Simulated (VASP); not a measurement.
# Ta2N (P-3m1) in VASP: notebook, part 2 of 2

VASP 6.6.1. The steps go on from the part before.

## 5. Single point, PBE (strained)

Input file INCAR:

```
ALGO = Normal
EDIFF = 1E-7
ENCUT = 520
GGA = PE
ISIF = 2
ISMEAR = 0
LASPH = True
LCHARG = False
LREAL = False
LWAVE = False
NBANDS = 20
NELM = 100
PREC = Accurate
SIGMA = 0.1
```

Input file KPOINTS:

```
k-points
0
Gamma
  15 15 10
```

Input file POSCAR:

```
Ta2N
1.0
    3.2556795919      0.0000000000      0.0000000000
   -1.6278397959      2.8195012331      0.0000000000
    0.0000000000      0.0000000000      4.8010788451
Ta N
2 1
Direct
    0.6666666667      0.3333333333      0.7830133796
    0.3333333333      0.6666666667      0.2169866204
    0.0000000000      0.0000000000      0.0000000000
```

Potentials or basis: VASP PAW PBE potentials, release 64 (Ta_pv, N).

Launch:

```bash
$ cat potpaw_PBE.64/Ta_pv/POTCAR potpaw_PBE.64/N/POTCAR > POTCAR
$ mpirun -np 1 vasp_std > vasp.out
```

OUTCAR:

```text
EDIFF = 1E-7
   ENCUT = 520
   GGA = PE
   ISIF = 2
   ISMEAR = 0
   LASPH = True
   LREAL = False
   NELM = 100
   PREC = Accurate

 ion  position               nearest neighbor table
   1  0.667  0.333  0.783-   3 2.15   3 2.15   3 2.15   2 2.81   2 2.81   2 2.81   2 3.30   2 3.30
                             2 3.30
   2  0.333  0.667  0.217-   3 2.15   3 2.15   3 2.15   1 2.81   1 2.81   1 2.81   1 3.30   1 3.30
                             1 3.30
   3  0.000  0.000  0.000-   1 2.15   2 2.15   2 2.15   1 2.15   1 2.15   2 2.15

[... 200 lines left out ...]
      6     -28.0630      2.00000
[... 541 lines left out ...]
     19      10.8642      0.00000
     20      11.9308      0.00000

 [... further k-points ...]
[... 5 lines left out ...]
  --------------------------------------------------------------------------------------
  -------------------------------------------------------------------------------------
  Total       -1.3845391     -1.3845391     -0.3155494     -0.0000000      0.0000000     -0.0000000
  in kB      -50.3341838    -50.3341838    -11.4716294     -0.0000000      0.0000000     -0.0000000
  external PRESSURE =     -37.3799990 kB  Pullay stress =       0.0000000 kB

 VOLUME and BASIS-vectors are now :
 -----------------------------------------------------------------------------
  energy-cutoff  :      520.00
  volume of cell :       44.07
      direct lattice vectors                 reciprocal lattice vectors
     3.255679592  0.000000000  0.000000000     0.307155533  0.177336330  0.000000000
    -1.627839796  2.819501233  0.000000000     0.000000000  0.354672659  0.000000000
     0.000000000  0.000000000  4.801078845     0.000000000  0.000000000  0.208286519

 POSITION                                       TOTAL-FORCE (eV/Angst)
 -----------------------------------------------------------------------------------
      1.62784      0.93983      3.75931         0.000000     -0.000000     -3.257957
     -0.00000      1.87967      1.04177        -0.000000      0.000000      3.257957
      0.00000      0.00000      0.00000         0.000000      0.000000      0.000000
 -----------------------------------------------------------------------------------
    total drift:                                0.000000     -0.000000      0.000000

  FREE ENERGIE OF THE ION-ELECTRON SYSTEM (eV)
  ---------------------------------------------------
  free  energy   TOTEN  =       -33.6827840552 eV

  energy  without entropy=      -33.6766644176  energy(sigma->0) =      -33.67972424
```

OSZICAR:

```text
N       E                     dE             d eps       ncg     rms          rms(c)
DAV:   1     0.214785389265E+03    0.21479E+03   -0.14984E+04  9520   0.137E+03
DAV:   2    -0.271570437832E+02   -0.24194E+03   -0.23552E+03 10784   0.392E+02
DAV:   3    -0.370394503818E+02   -0.98824E+01   -0.97020E+01 12152   0.715E+01
DAV:   4    -0.371796373976E+02   -0.14019E+00   -0.13939E+00 11940   0.809E+00
DAV:   5    -0.371811982960E+02   -0.15609E-02   -0.15599E-02 11916   0.724E-01    0.269E+01
DAV:   6    -0.339757222894E+02    0.32055E+01   -0.18492E+01 12728   0.272E+01    0.123E+01
DAV:   7    -0.337298208655E+02    0.24590E+00   -0.13754E+00 10724   0.741E+00    0.682E+00
DAV:   8    -0.336917941497E+02    0.38027E-01   -0.28688E-01 11612   0.382E+00    0.617E-01
DAV:   9    -0.336833251045E+02    0.84690E-02   -0.60023E-02 11088   0.132E+00    0.278E-01
DAV:  10    -0.336830084994E+02    0.31661E-03   -0.93641E-03 11956   0.694E-01    0.981E-02
DAV:  11    -0.336827827780E+02    0.22572E-03   -0.13487E-03 11160   0.224E-01    0.268E-02
DAV:  12    -0.336827852476E+02   -0.24696E-05   -0.74497E-05 10832   0.636E-02    0.958E-03
DAV:  13    -0.336827844224E+02    0.82527E-06   -0.91241E-06 11384   0.162E-02    0.469E-03
DAV:  14    -0.336827841023E+02    0.32008E-06   -0.18226E-06 11912   0.819E-03    0.741E-04
DAV:  15    -0.336827840552E+02    0.47056E-07   -0.73548E-08  6616   0.192E-03
   1 F= -.33682784E+02 E0= -.33679724E+02  d E =-.611964E-02
```

Run time: 67 s. Hardware: 1 thread of Intel Xeon 6975P-C (Granite Rapids), shared host; peak memory 0.3 GiB.

What came out:

- Free energy: -33.6828 eV
- Pressure: -3.7 GPa
- Largest force: 3.258 eV/Å

Forces on the atoms (eV/Å):
```
Ta   0.000  0.000 -3.258
Ta   0.000  0.000  3.258
N    0.000  0.000  0.000
```

Levels at points of the mesh, in eV from the Fermi level:
| k point | band 10 | band 11 | band 12 | band 13 | band 14 | band 15 | band 16 | band 17 | band 18 | band 19 |
| --- | --- | --- | --- | --- | --- | --- | --- | --- | --- | --- |
| (0.00, 0.00, 0.00) | -7.01 | -4.39 | -1.06 | -1.06 | 0.94 | 0.94 | 1.05 | 1.10 | 2.62 | 2.62 |
| (0.00, 0.00, 0.50) | -7.09 | -2.65 | -1.47 | -1.47 | -0.48 | 1.19 | 1.87 | 2.14 | 2.14 | 3.51 |

Caveat: the cell differs from its parent crystal (strained); spin-orbit coupling is left out, which moves the levels of the heavy elements; forces of over 1 eV/Å act on the atoms, so gaps and moduli don't describe the material at rest.

## 6. Single point, PBE (strained and its atoms moved)

Input file INCAR:

```
ALGO     = Normal         # electronic algorithm
EDIFF    = 1E-7           # SCF threshold, eV
ENCUT    = 520            # plane-wave cutoff, eV
GGA      = PE             # functional
ISIF     = 2              # what is computed and relaxed
ISMEAR   = 0              # smearing method
LASPH    = T              # aspherical terms in the spheres
LCHARG   = F              # write CHGCAR
LREAL    = F              # projectors in reciprocal space
LWAVE    = F              # write WAVECAR
NBANDS   = 20             # bands
NELM     = 60             # most SCF steps
PREC     = Accurate       # precision mode
SIGMA    = 0.1            # smearing width, eV
```

KPOINTS is that of step 5.

Input file POSCAR:

```
Ta2N
1.0
    3.3327229141      0.0000000000      0.0000000000
   -1.6663614571      2.8862227074      0.0000000000
    0.0000000000      0.0000000000      4.7755121798
Ta N
2 1
Direct
    0.6666666667      0.3333333333      0.7075646204
    0.3333333333      0.6666666667      0.2924353796
    0.0000000000      0.0000000000      0.0000000000
```

Potentials or basis: VASP PAW PBE potentials, release 64 (Ta_pv, N).

Launch:

```bash
$ cat potpaw_PBE.64/Ta_pv/POTCAR potpaw_PBE.64/N/POTCAR > POTCAR
$ mpirun -np 1 vasp_std > vasp.out
```

OUTCAR:

```text
EDIFF = 1E-7
   ENCUT = 520
   GGA = PE
   ISIF = 2
   ISMEAR = 0
   LASPH = T
   LREAL = F
   NELM = 60
   PREC = Accurate

 ion  position               nearest neighbor table
   1  0.667  0.333  0.708-   3 2.38   3 2.38   3 2.38   2 2.76   2 2.76   2 2.76   2 3.39   2 3.39
                             2 3.39
   2  0.333  0.667  0.292-   3 2.38   3 2.38   3 2.38   1 2.76   1 2.76   1 2.76   1 3.39   1 3.39
                             1 3.39
   3  0.000  0.000  0.000-   1 2.38   2 2.38   1 2.38   2 2.38   1 2.38   2 2.38

  LATTYP: Found a hexagonal cell.
 ALAT       =     3.3327229141
 C/A-ratio  =     1.4329160578

  Lattice vectors:

 A1 = (   3.3327229141,   0.0000000000,   0.0000000000)
 A2 = (  -1.6663614571,   2.8862227074,   0.0000000000)
 A3 = (   0.0000000000,   0.0000000000,   4.7755121798)

Analysis of symmetry for initial positions (statically):
=====================================================================
 Subroutine PRICEL returns:
 Original cell was already a primitive cell.

 Routine SETGRP: Setting up the symmetry group for a
 hexagonal supercell.

 Subroutine GETGRP returns: Found 12 space group operations
 (whereof 12 operations were pure point group operations)
 out of a pool of 24 trial point group operations.

The static configuration has the point symmetry D_3d.

Analysis of symmetry for dynamics (positions and initial velocities):
=====================================================================
 Subroutine PRICEL returns:
 Original cell was already a primitive cell.

 Routine SETGRP: Setting up the symmetry group for a
 hexagonal supercell.

 Subroutine GETGRP returns: Found 12 space group operations
 (whereof 12 operations were pure point group operations)
 out of a pool of 24 trial point group operations.

The dynamic configuration has the point symmetry D_3d.

 Subroutine INISYM returns: Found 12 space group operations
 (whereof 12 operations are pure point group operations),
 and found     1 'primitive' translations

----------------------------------------------------------------------------------------

                                     Primitive cell

  volume of cell :      45.9356

  direct lattice vectors                    reciprocal lattice vectors
     3.332722914  0.000000000  0.000000000     0.300054948  0.173236805  0.000000000
    -1.666361457  2.886222707  0.000000000     0.000000000  0.346473610  0.000000000
     0.000000000  0.000000000  4.775512180     0.000000000  0.000000000  0.209401623

  length of vectors
     3.332722914  3.332722914  4.775512180     0.346473610  0.346473610  0.209401623

  position of ions in fractional coordinates (direct lattice)
     0.666666667  0.333333333  0.707564620
     0.333333333  0.666666667  0.292435380
     0.000000000  0.000000000  0.000000000

  ion indices of the primitive-cell ions
   primitive index   ion index
                 1           1
                 2           2
                 3           3

----------------------------------------------------------------------------------------

 KPOINTS: k-points

Automatic generation of k-mesh.
 Grid dimensions read from file:
 generate k-points for:   15   15   10

 Generating k-lattice:

  Cartesian coordinates                     Fractional coordinates (reciprocal lattice)
     0.020003663  0.011549120  0.000000000     0.066666667 -0.000000000  0.000000000
     0.000000000  0.023098241  0.000000000     0.000000000  0.066666667  0.000000000
     0.000000000  0.000000000  0.020940162     0.000000000  0.000000000  0.100000000

  Length of vectors
     0.023098241  0.023098241  0.020940162

  Shift w.r.t. Gamma in fractional coordinates (k-lattice)
     0.000000000  0.000000000  0.000000000

 Subroutine IBZKPT returns following result:
 ===========================================

 Found    238 irreducible k-points:

 Following reciprocal coordinates:
            Coordinates               Weight
  0.000000  0.000000  0.000000      1.000000
  0.066667  0.000000  0.000000      6.000000
  0.133333  0.000000  0.000000      6.000000
  0.200000  0.000000  0.000000      6.000000
  0.266667  0.000000  0.000000      6.000000
  0.333333 -0.000000  0.000000      6.000000
[... 16 lines left out ...]
  0.333333  0.200000  0.000000     12.000000
  0.400000  0.200000  0.000000      6.000000
 [... further k-points ...]
   k-points           NKPTS =    238   k-points in BZ     NKDIM =    238   number of bands    NBANDS=     20
   number of dos      NEDOS =    301   number of ions     NIONS =      3
   total plane-waves  NPLWV =  28224
   dimension x,y,z NGX =    28 NGY =   28 NGZ =   36
   dimension x,y,z NGXF=    56 NGYF=   56 NGZF=   72
   ions per type =               2   1
   NGX,Y,Z   is equivalent  to a cutoff of  13.97, 13.97, 12.53 a.u.
   NGXF,Y,Z  is equivalent  to a cutoff of  27.93, 27.93, 25.06 a.u.
 SYSTEM =  unknown system
   PREC   = accura    normal or accurate (medium, high low for compatibility)
   ISTART =      0    job   : 0-new  1-cont  2-samecut
   ICHARG =      2    charge: 1-file 2-atom 10-const
   ISPIN  =      1    spin polarized calculation?
   LNONCOLLINEAR =      F non collinear calculations
   LSORBIT =      F    spin-orbit coupling
   LASPH  =      T    aspherical Exc in radial PAW
   ENCUT  =  520.0 eV  38.22 Ry    6.18 a.u.   6.20  6.20  8.88*2*pi/ulx,y,z
   NELM   =     60;   NELMIN=  2; NELMDL= -5     # of ELM steps
   EDIFF  = 0.1E-06   stopping-criterion for ELM
   LREAL  =      F    real-space projection
   EDIFFG = 0.1E-05   stopping-criterion for IOM
   NSW    =      0    number of steps for IOM
   IBRION =     -1    ionic relax: 0-MD 1-quasi-New 2-CG
   NFREE  =      0    steps in history (QN), initial steepest desc. (CG)
   ISIF   =      2    stress and relaxation
   ISYM   =      2    0-nonsym 1-usesym 2-fastsym
   POTIM  = 0.5000    time-step for ionic-motion
   TEBEG  =    0.0;   TEEND  =   0.0 temperature during run
   PSTRESS=    0.0 pullay stress
   NELECT =      27.0000    total number of electrons
   NUPDOWN=      -1.0000    fix difference up-down
   EMIN   =  10.00;   EMAX   =-10.00  energy-range for DOS
   EFERMI =   0.00;   METHOD = LEGACY
   ISMEAR =     0;   SIGMA  =   0.10  broadening in eV -4-tet -1-fermi 0-gaus
   EFERMI_NEDOS =   21; number of points for ismear=-14 and -15
   IALGO  =     38    algorithm
   IMIX   =      4    mixing-type and parameters
     AMIX     =   0.40;   BMIX     =  1.00
     AMIX_MAG =   1.60;   BMIX_MAG =  1.00
  volume/ion in A,a.u.               =      15.31       103.33
  Fermi-wavevector in a.u.,A,eV,Ry     =   1.371344  2.591464 25.586904  1.880584
  Thomas-Fermi vector in A             =   2.497049
   LORBIT       =      0    0 simple, 1 ext, 2 COOP (PROOUT), +10 PAW based schemes
   GGA     = PE    functional components
   LHFCALC =     F    Hartree Fock is set to
   AEXX    =    0.0000 exact exchange contribution
   IVDW    =     0    specifies the selected vdW correction
   LEPSILON=     F    determine dielectric tensor
   LRPA    =     F    only Hartree local field effects (RPA)
 non-spin polarized calculation
 Gauss-broadening in eV      SIGMA  =   0.10
  energy-cutoff  :      520.00
  volume of cell :       45.94
 maximum number of plane-waves:      1252
 NGX is ok and might be reduce to    28
   NGX = 13   NGY = 13   NGZ = 17

 number of electron      26.9999998 magnetization

 Free energy of the ion-electron system (eV)
  ---------------------------------------------------
  ext. energy  EPLUGINS =         0.00000000
  ---------------------------------------------------
  free energy    TOTEN  =       -32.92913089 eV

  energy without entropy =      -32.92094691  energy(sigma->0) =      -32.92503890

 E-fermi :   6.2013     XC(G=0): -12.2152

 val. band max:        6.2002623348   @ k =   0.2000   0.1333   0.3000
 cond. band min:       6.2037366683   @ k =  -0.0667   0.3333   0.4000
 fundamental gap:      0.0034743334
 Fermi energy:         6.2013006888

 k-point     1 :       0.0000    0.0000    0.0000
  band No.  band energies     occupation
      1     -29.3538      2.00000
      2     -28.9233      2.00000
      3     -28.9233      2.00000
      4     -28.6620      2.00000
      5     -28.6620      2.00000
      6     -28.4789      2.00000
[... 12 lines left out ...]
     19       7.3681      0.00000
     20      12.0272      0.00000
[... 507 lines left out ...]
 k-point    24 :       0.4000    0.2000    0.0000
  band No.  band energies     occupation
      1     -29.2541      2.00000
      2     -29.2073      2.00000
      3     -29.1283      2.00000
      4     -28.7339      2.00000
      5     -28.6874      2.00000
      6     -28.6354      2.00000
[... 12 lines left out ...]
     19       9.8939      0.00000
     20      12.0291      0.00000

 [... further k-points ...]
[... 5 lines left out ...]
  --------------------------------------------------------------------------------------
  -------------------------------------------------------------------------------------
  Total       -8.0565588     -8.0565588     -0.6856895      0.0000000      0.0000000      0.0000000
  in kB     -281.0031300   -281.0031301    -23.9160284      0.0000000      0.0000000      0.0000000
  external PRESSURE =    -195.3074295 kB  Pullay stress =       0.0000000 kB

 VOLUME and BASIS-vectors are now :
 -----------------------------------------------------------------------------
  energy-cutoff  :      520.00
  volume of cell :       45.94
      direct lattice vectors                 reciprocal lattice vectors
     3.332722914  0.000000000  0.000000000     0.300054948  0.173236805  0.000000000
    -1.666361457  2.886222707  0.000000000     0.000000000  0.346473610  0.000000000
     0.000000000  0.000000000  4.775512180     0.000000000  0.000000000  0.209401623

 POSITION                                       TOTAL-FORCE (eV/Angst)
 -----------------------------------------------------------------------------------
      1.66636      0.96207      3.37898        -0.000000     -0.000000      3.870590
     -0.00000      1.92415      1.39653         0.000000      0.000000     -3.870590
      0.00000      0.00000      0.00000         0.000000      0.000000      0.000000
 -----------------------------------------------------------------------------------
    total drift:                                0.000000     -0.000000      0.000000

  FREE ENERGIE OF THE ION-ELECTRON SYSTEM (eV)
  ---------------------------------------------------
  free  energy   TOTEN  =       -32.9291308906 eV

  energy  without entropy=      -32.9209469085  energy(sigma->0) =      -32.92503890
```

It took 98 s on 1 thread of Intel Xeon 6975P-C (Granite Rapids), shared host; peak memory 0.32 GiB.

What came out:

* Free energy: -32.9291 eV
* Pressure: -19.5 GPa
* Largest force: 3.871 eV/Å

Forces on the atoms (eV/Å):
```
Ta   0.000  0.000  3.871
Ta   0.000  0.000 -3.871
N    0.000  0.000  0.000
```

Caveat: the cell differs from its parent crystal (strained and its atoms moved); spin-orbit coupling is left out, which moves the levels of the heavy elements; forces of over 1 eV/Å act on the atoms, so gaps and moduli don't describe the material at rest.

## 7. The runs side by side

```tsv
cell	gap on the mesh (eV)	pressure (GPa)	largest force (eV/Å)
a = 3.031, b = 3.031, c = 5.034 Å, angles 90.0, 90.0, 120.0°, 3 atoms	none	60.1	9.54
a = 3.113, b = 3.113, c = 4.870 Å, angles 90.0, 90.0, 120.0°, 3 atoms	none	-0.9	0.02
a = 3.220, b = 3.220, c = 4.745 Å, angles 90.0, 90.0, 120.0°, 3 atoms	none	-5.7	4.59
a = 3.256, b = 3.256, c = 4.801 Å, angles 90.0, 90.0, 120.0°, 3 atoms	none	-3.7	3.26
a = 3.333, b = 3.333, c = 4.776 Å, angles 90.0, 90.0, 120.0°, 3 atoms	none	-19.5	3.87
```

Alike in all rows: task single point; level PBE; potentials or basis VASP PAW PBE potentials, release 64 (Ta_pv, N); no spin polarisation; k mesh 15 × 15 × 10; cutoff (eV) 520; smearing gaussian 0.1 eV.

Caveats: spin-orbit coupling is left out, which moves the levels of the heavy elements; forces of over 1 eV/Å act on the atoms, so gaps and moduli don't describe the material at rest (some runs).

Absolute energies hang on the potentials; compare differences alone.
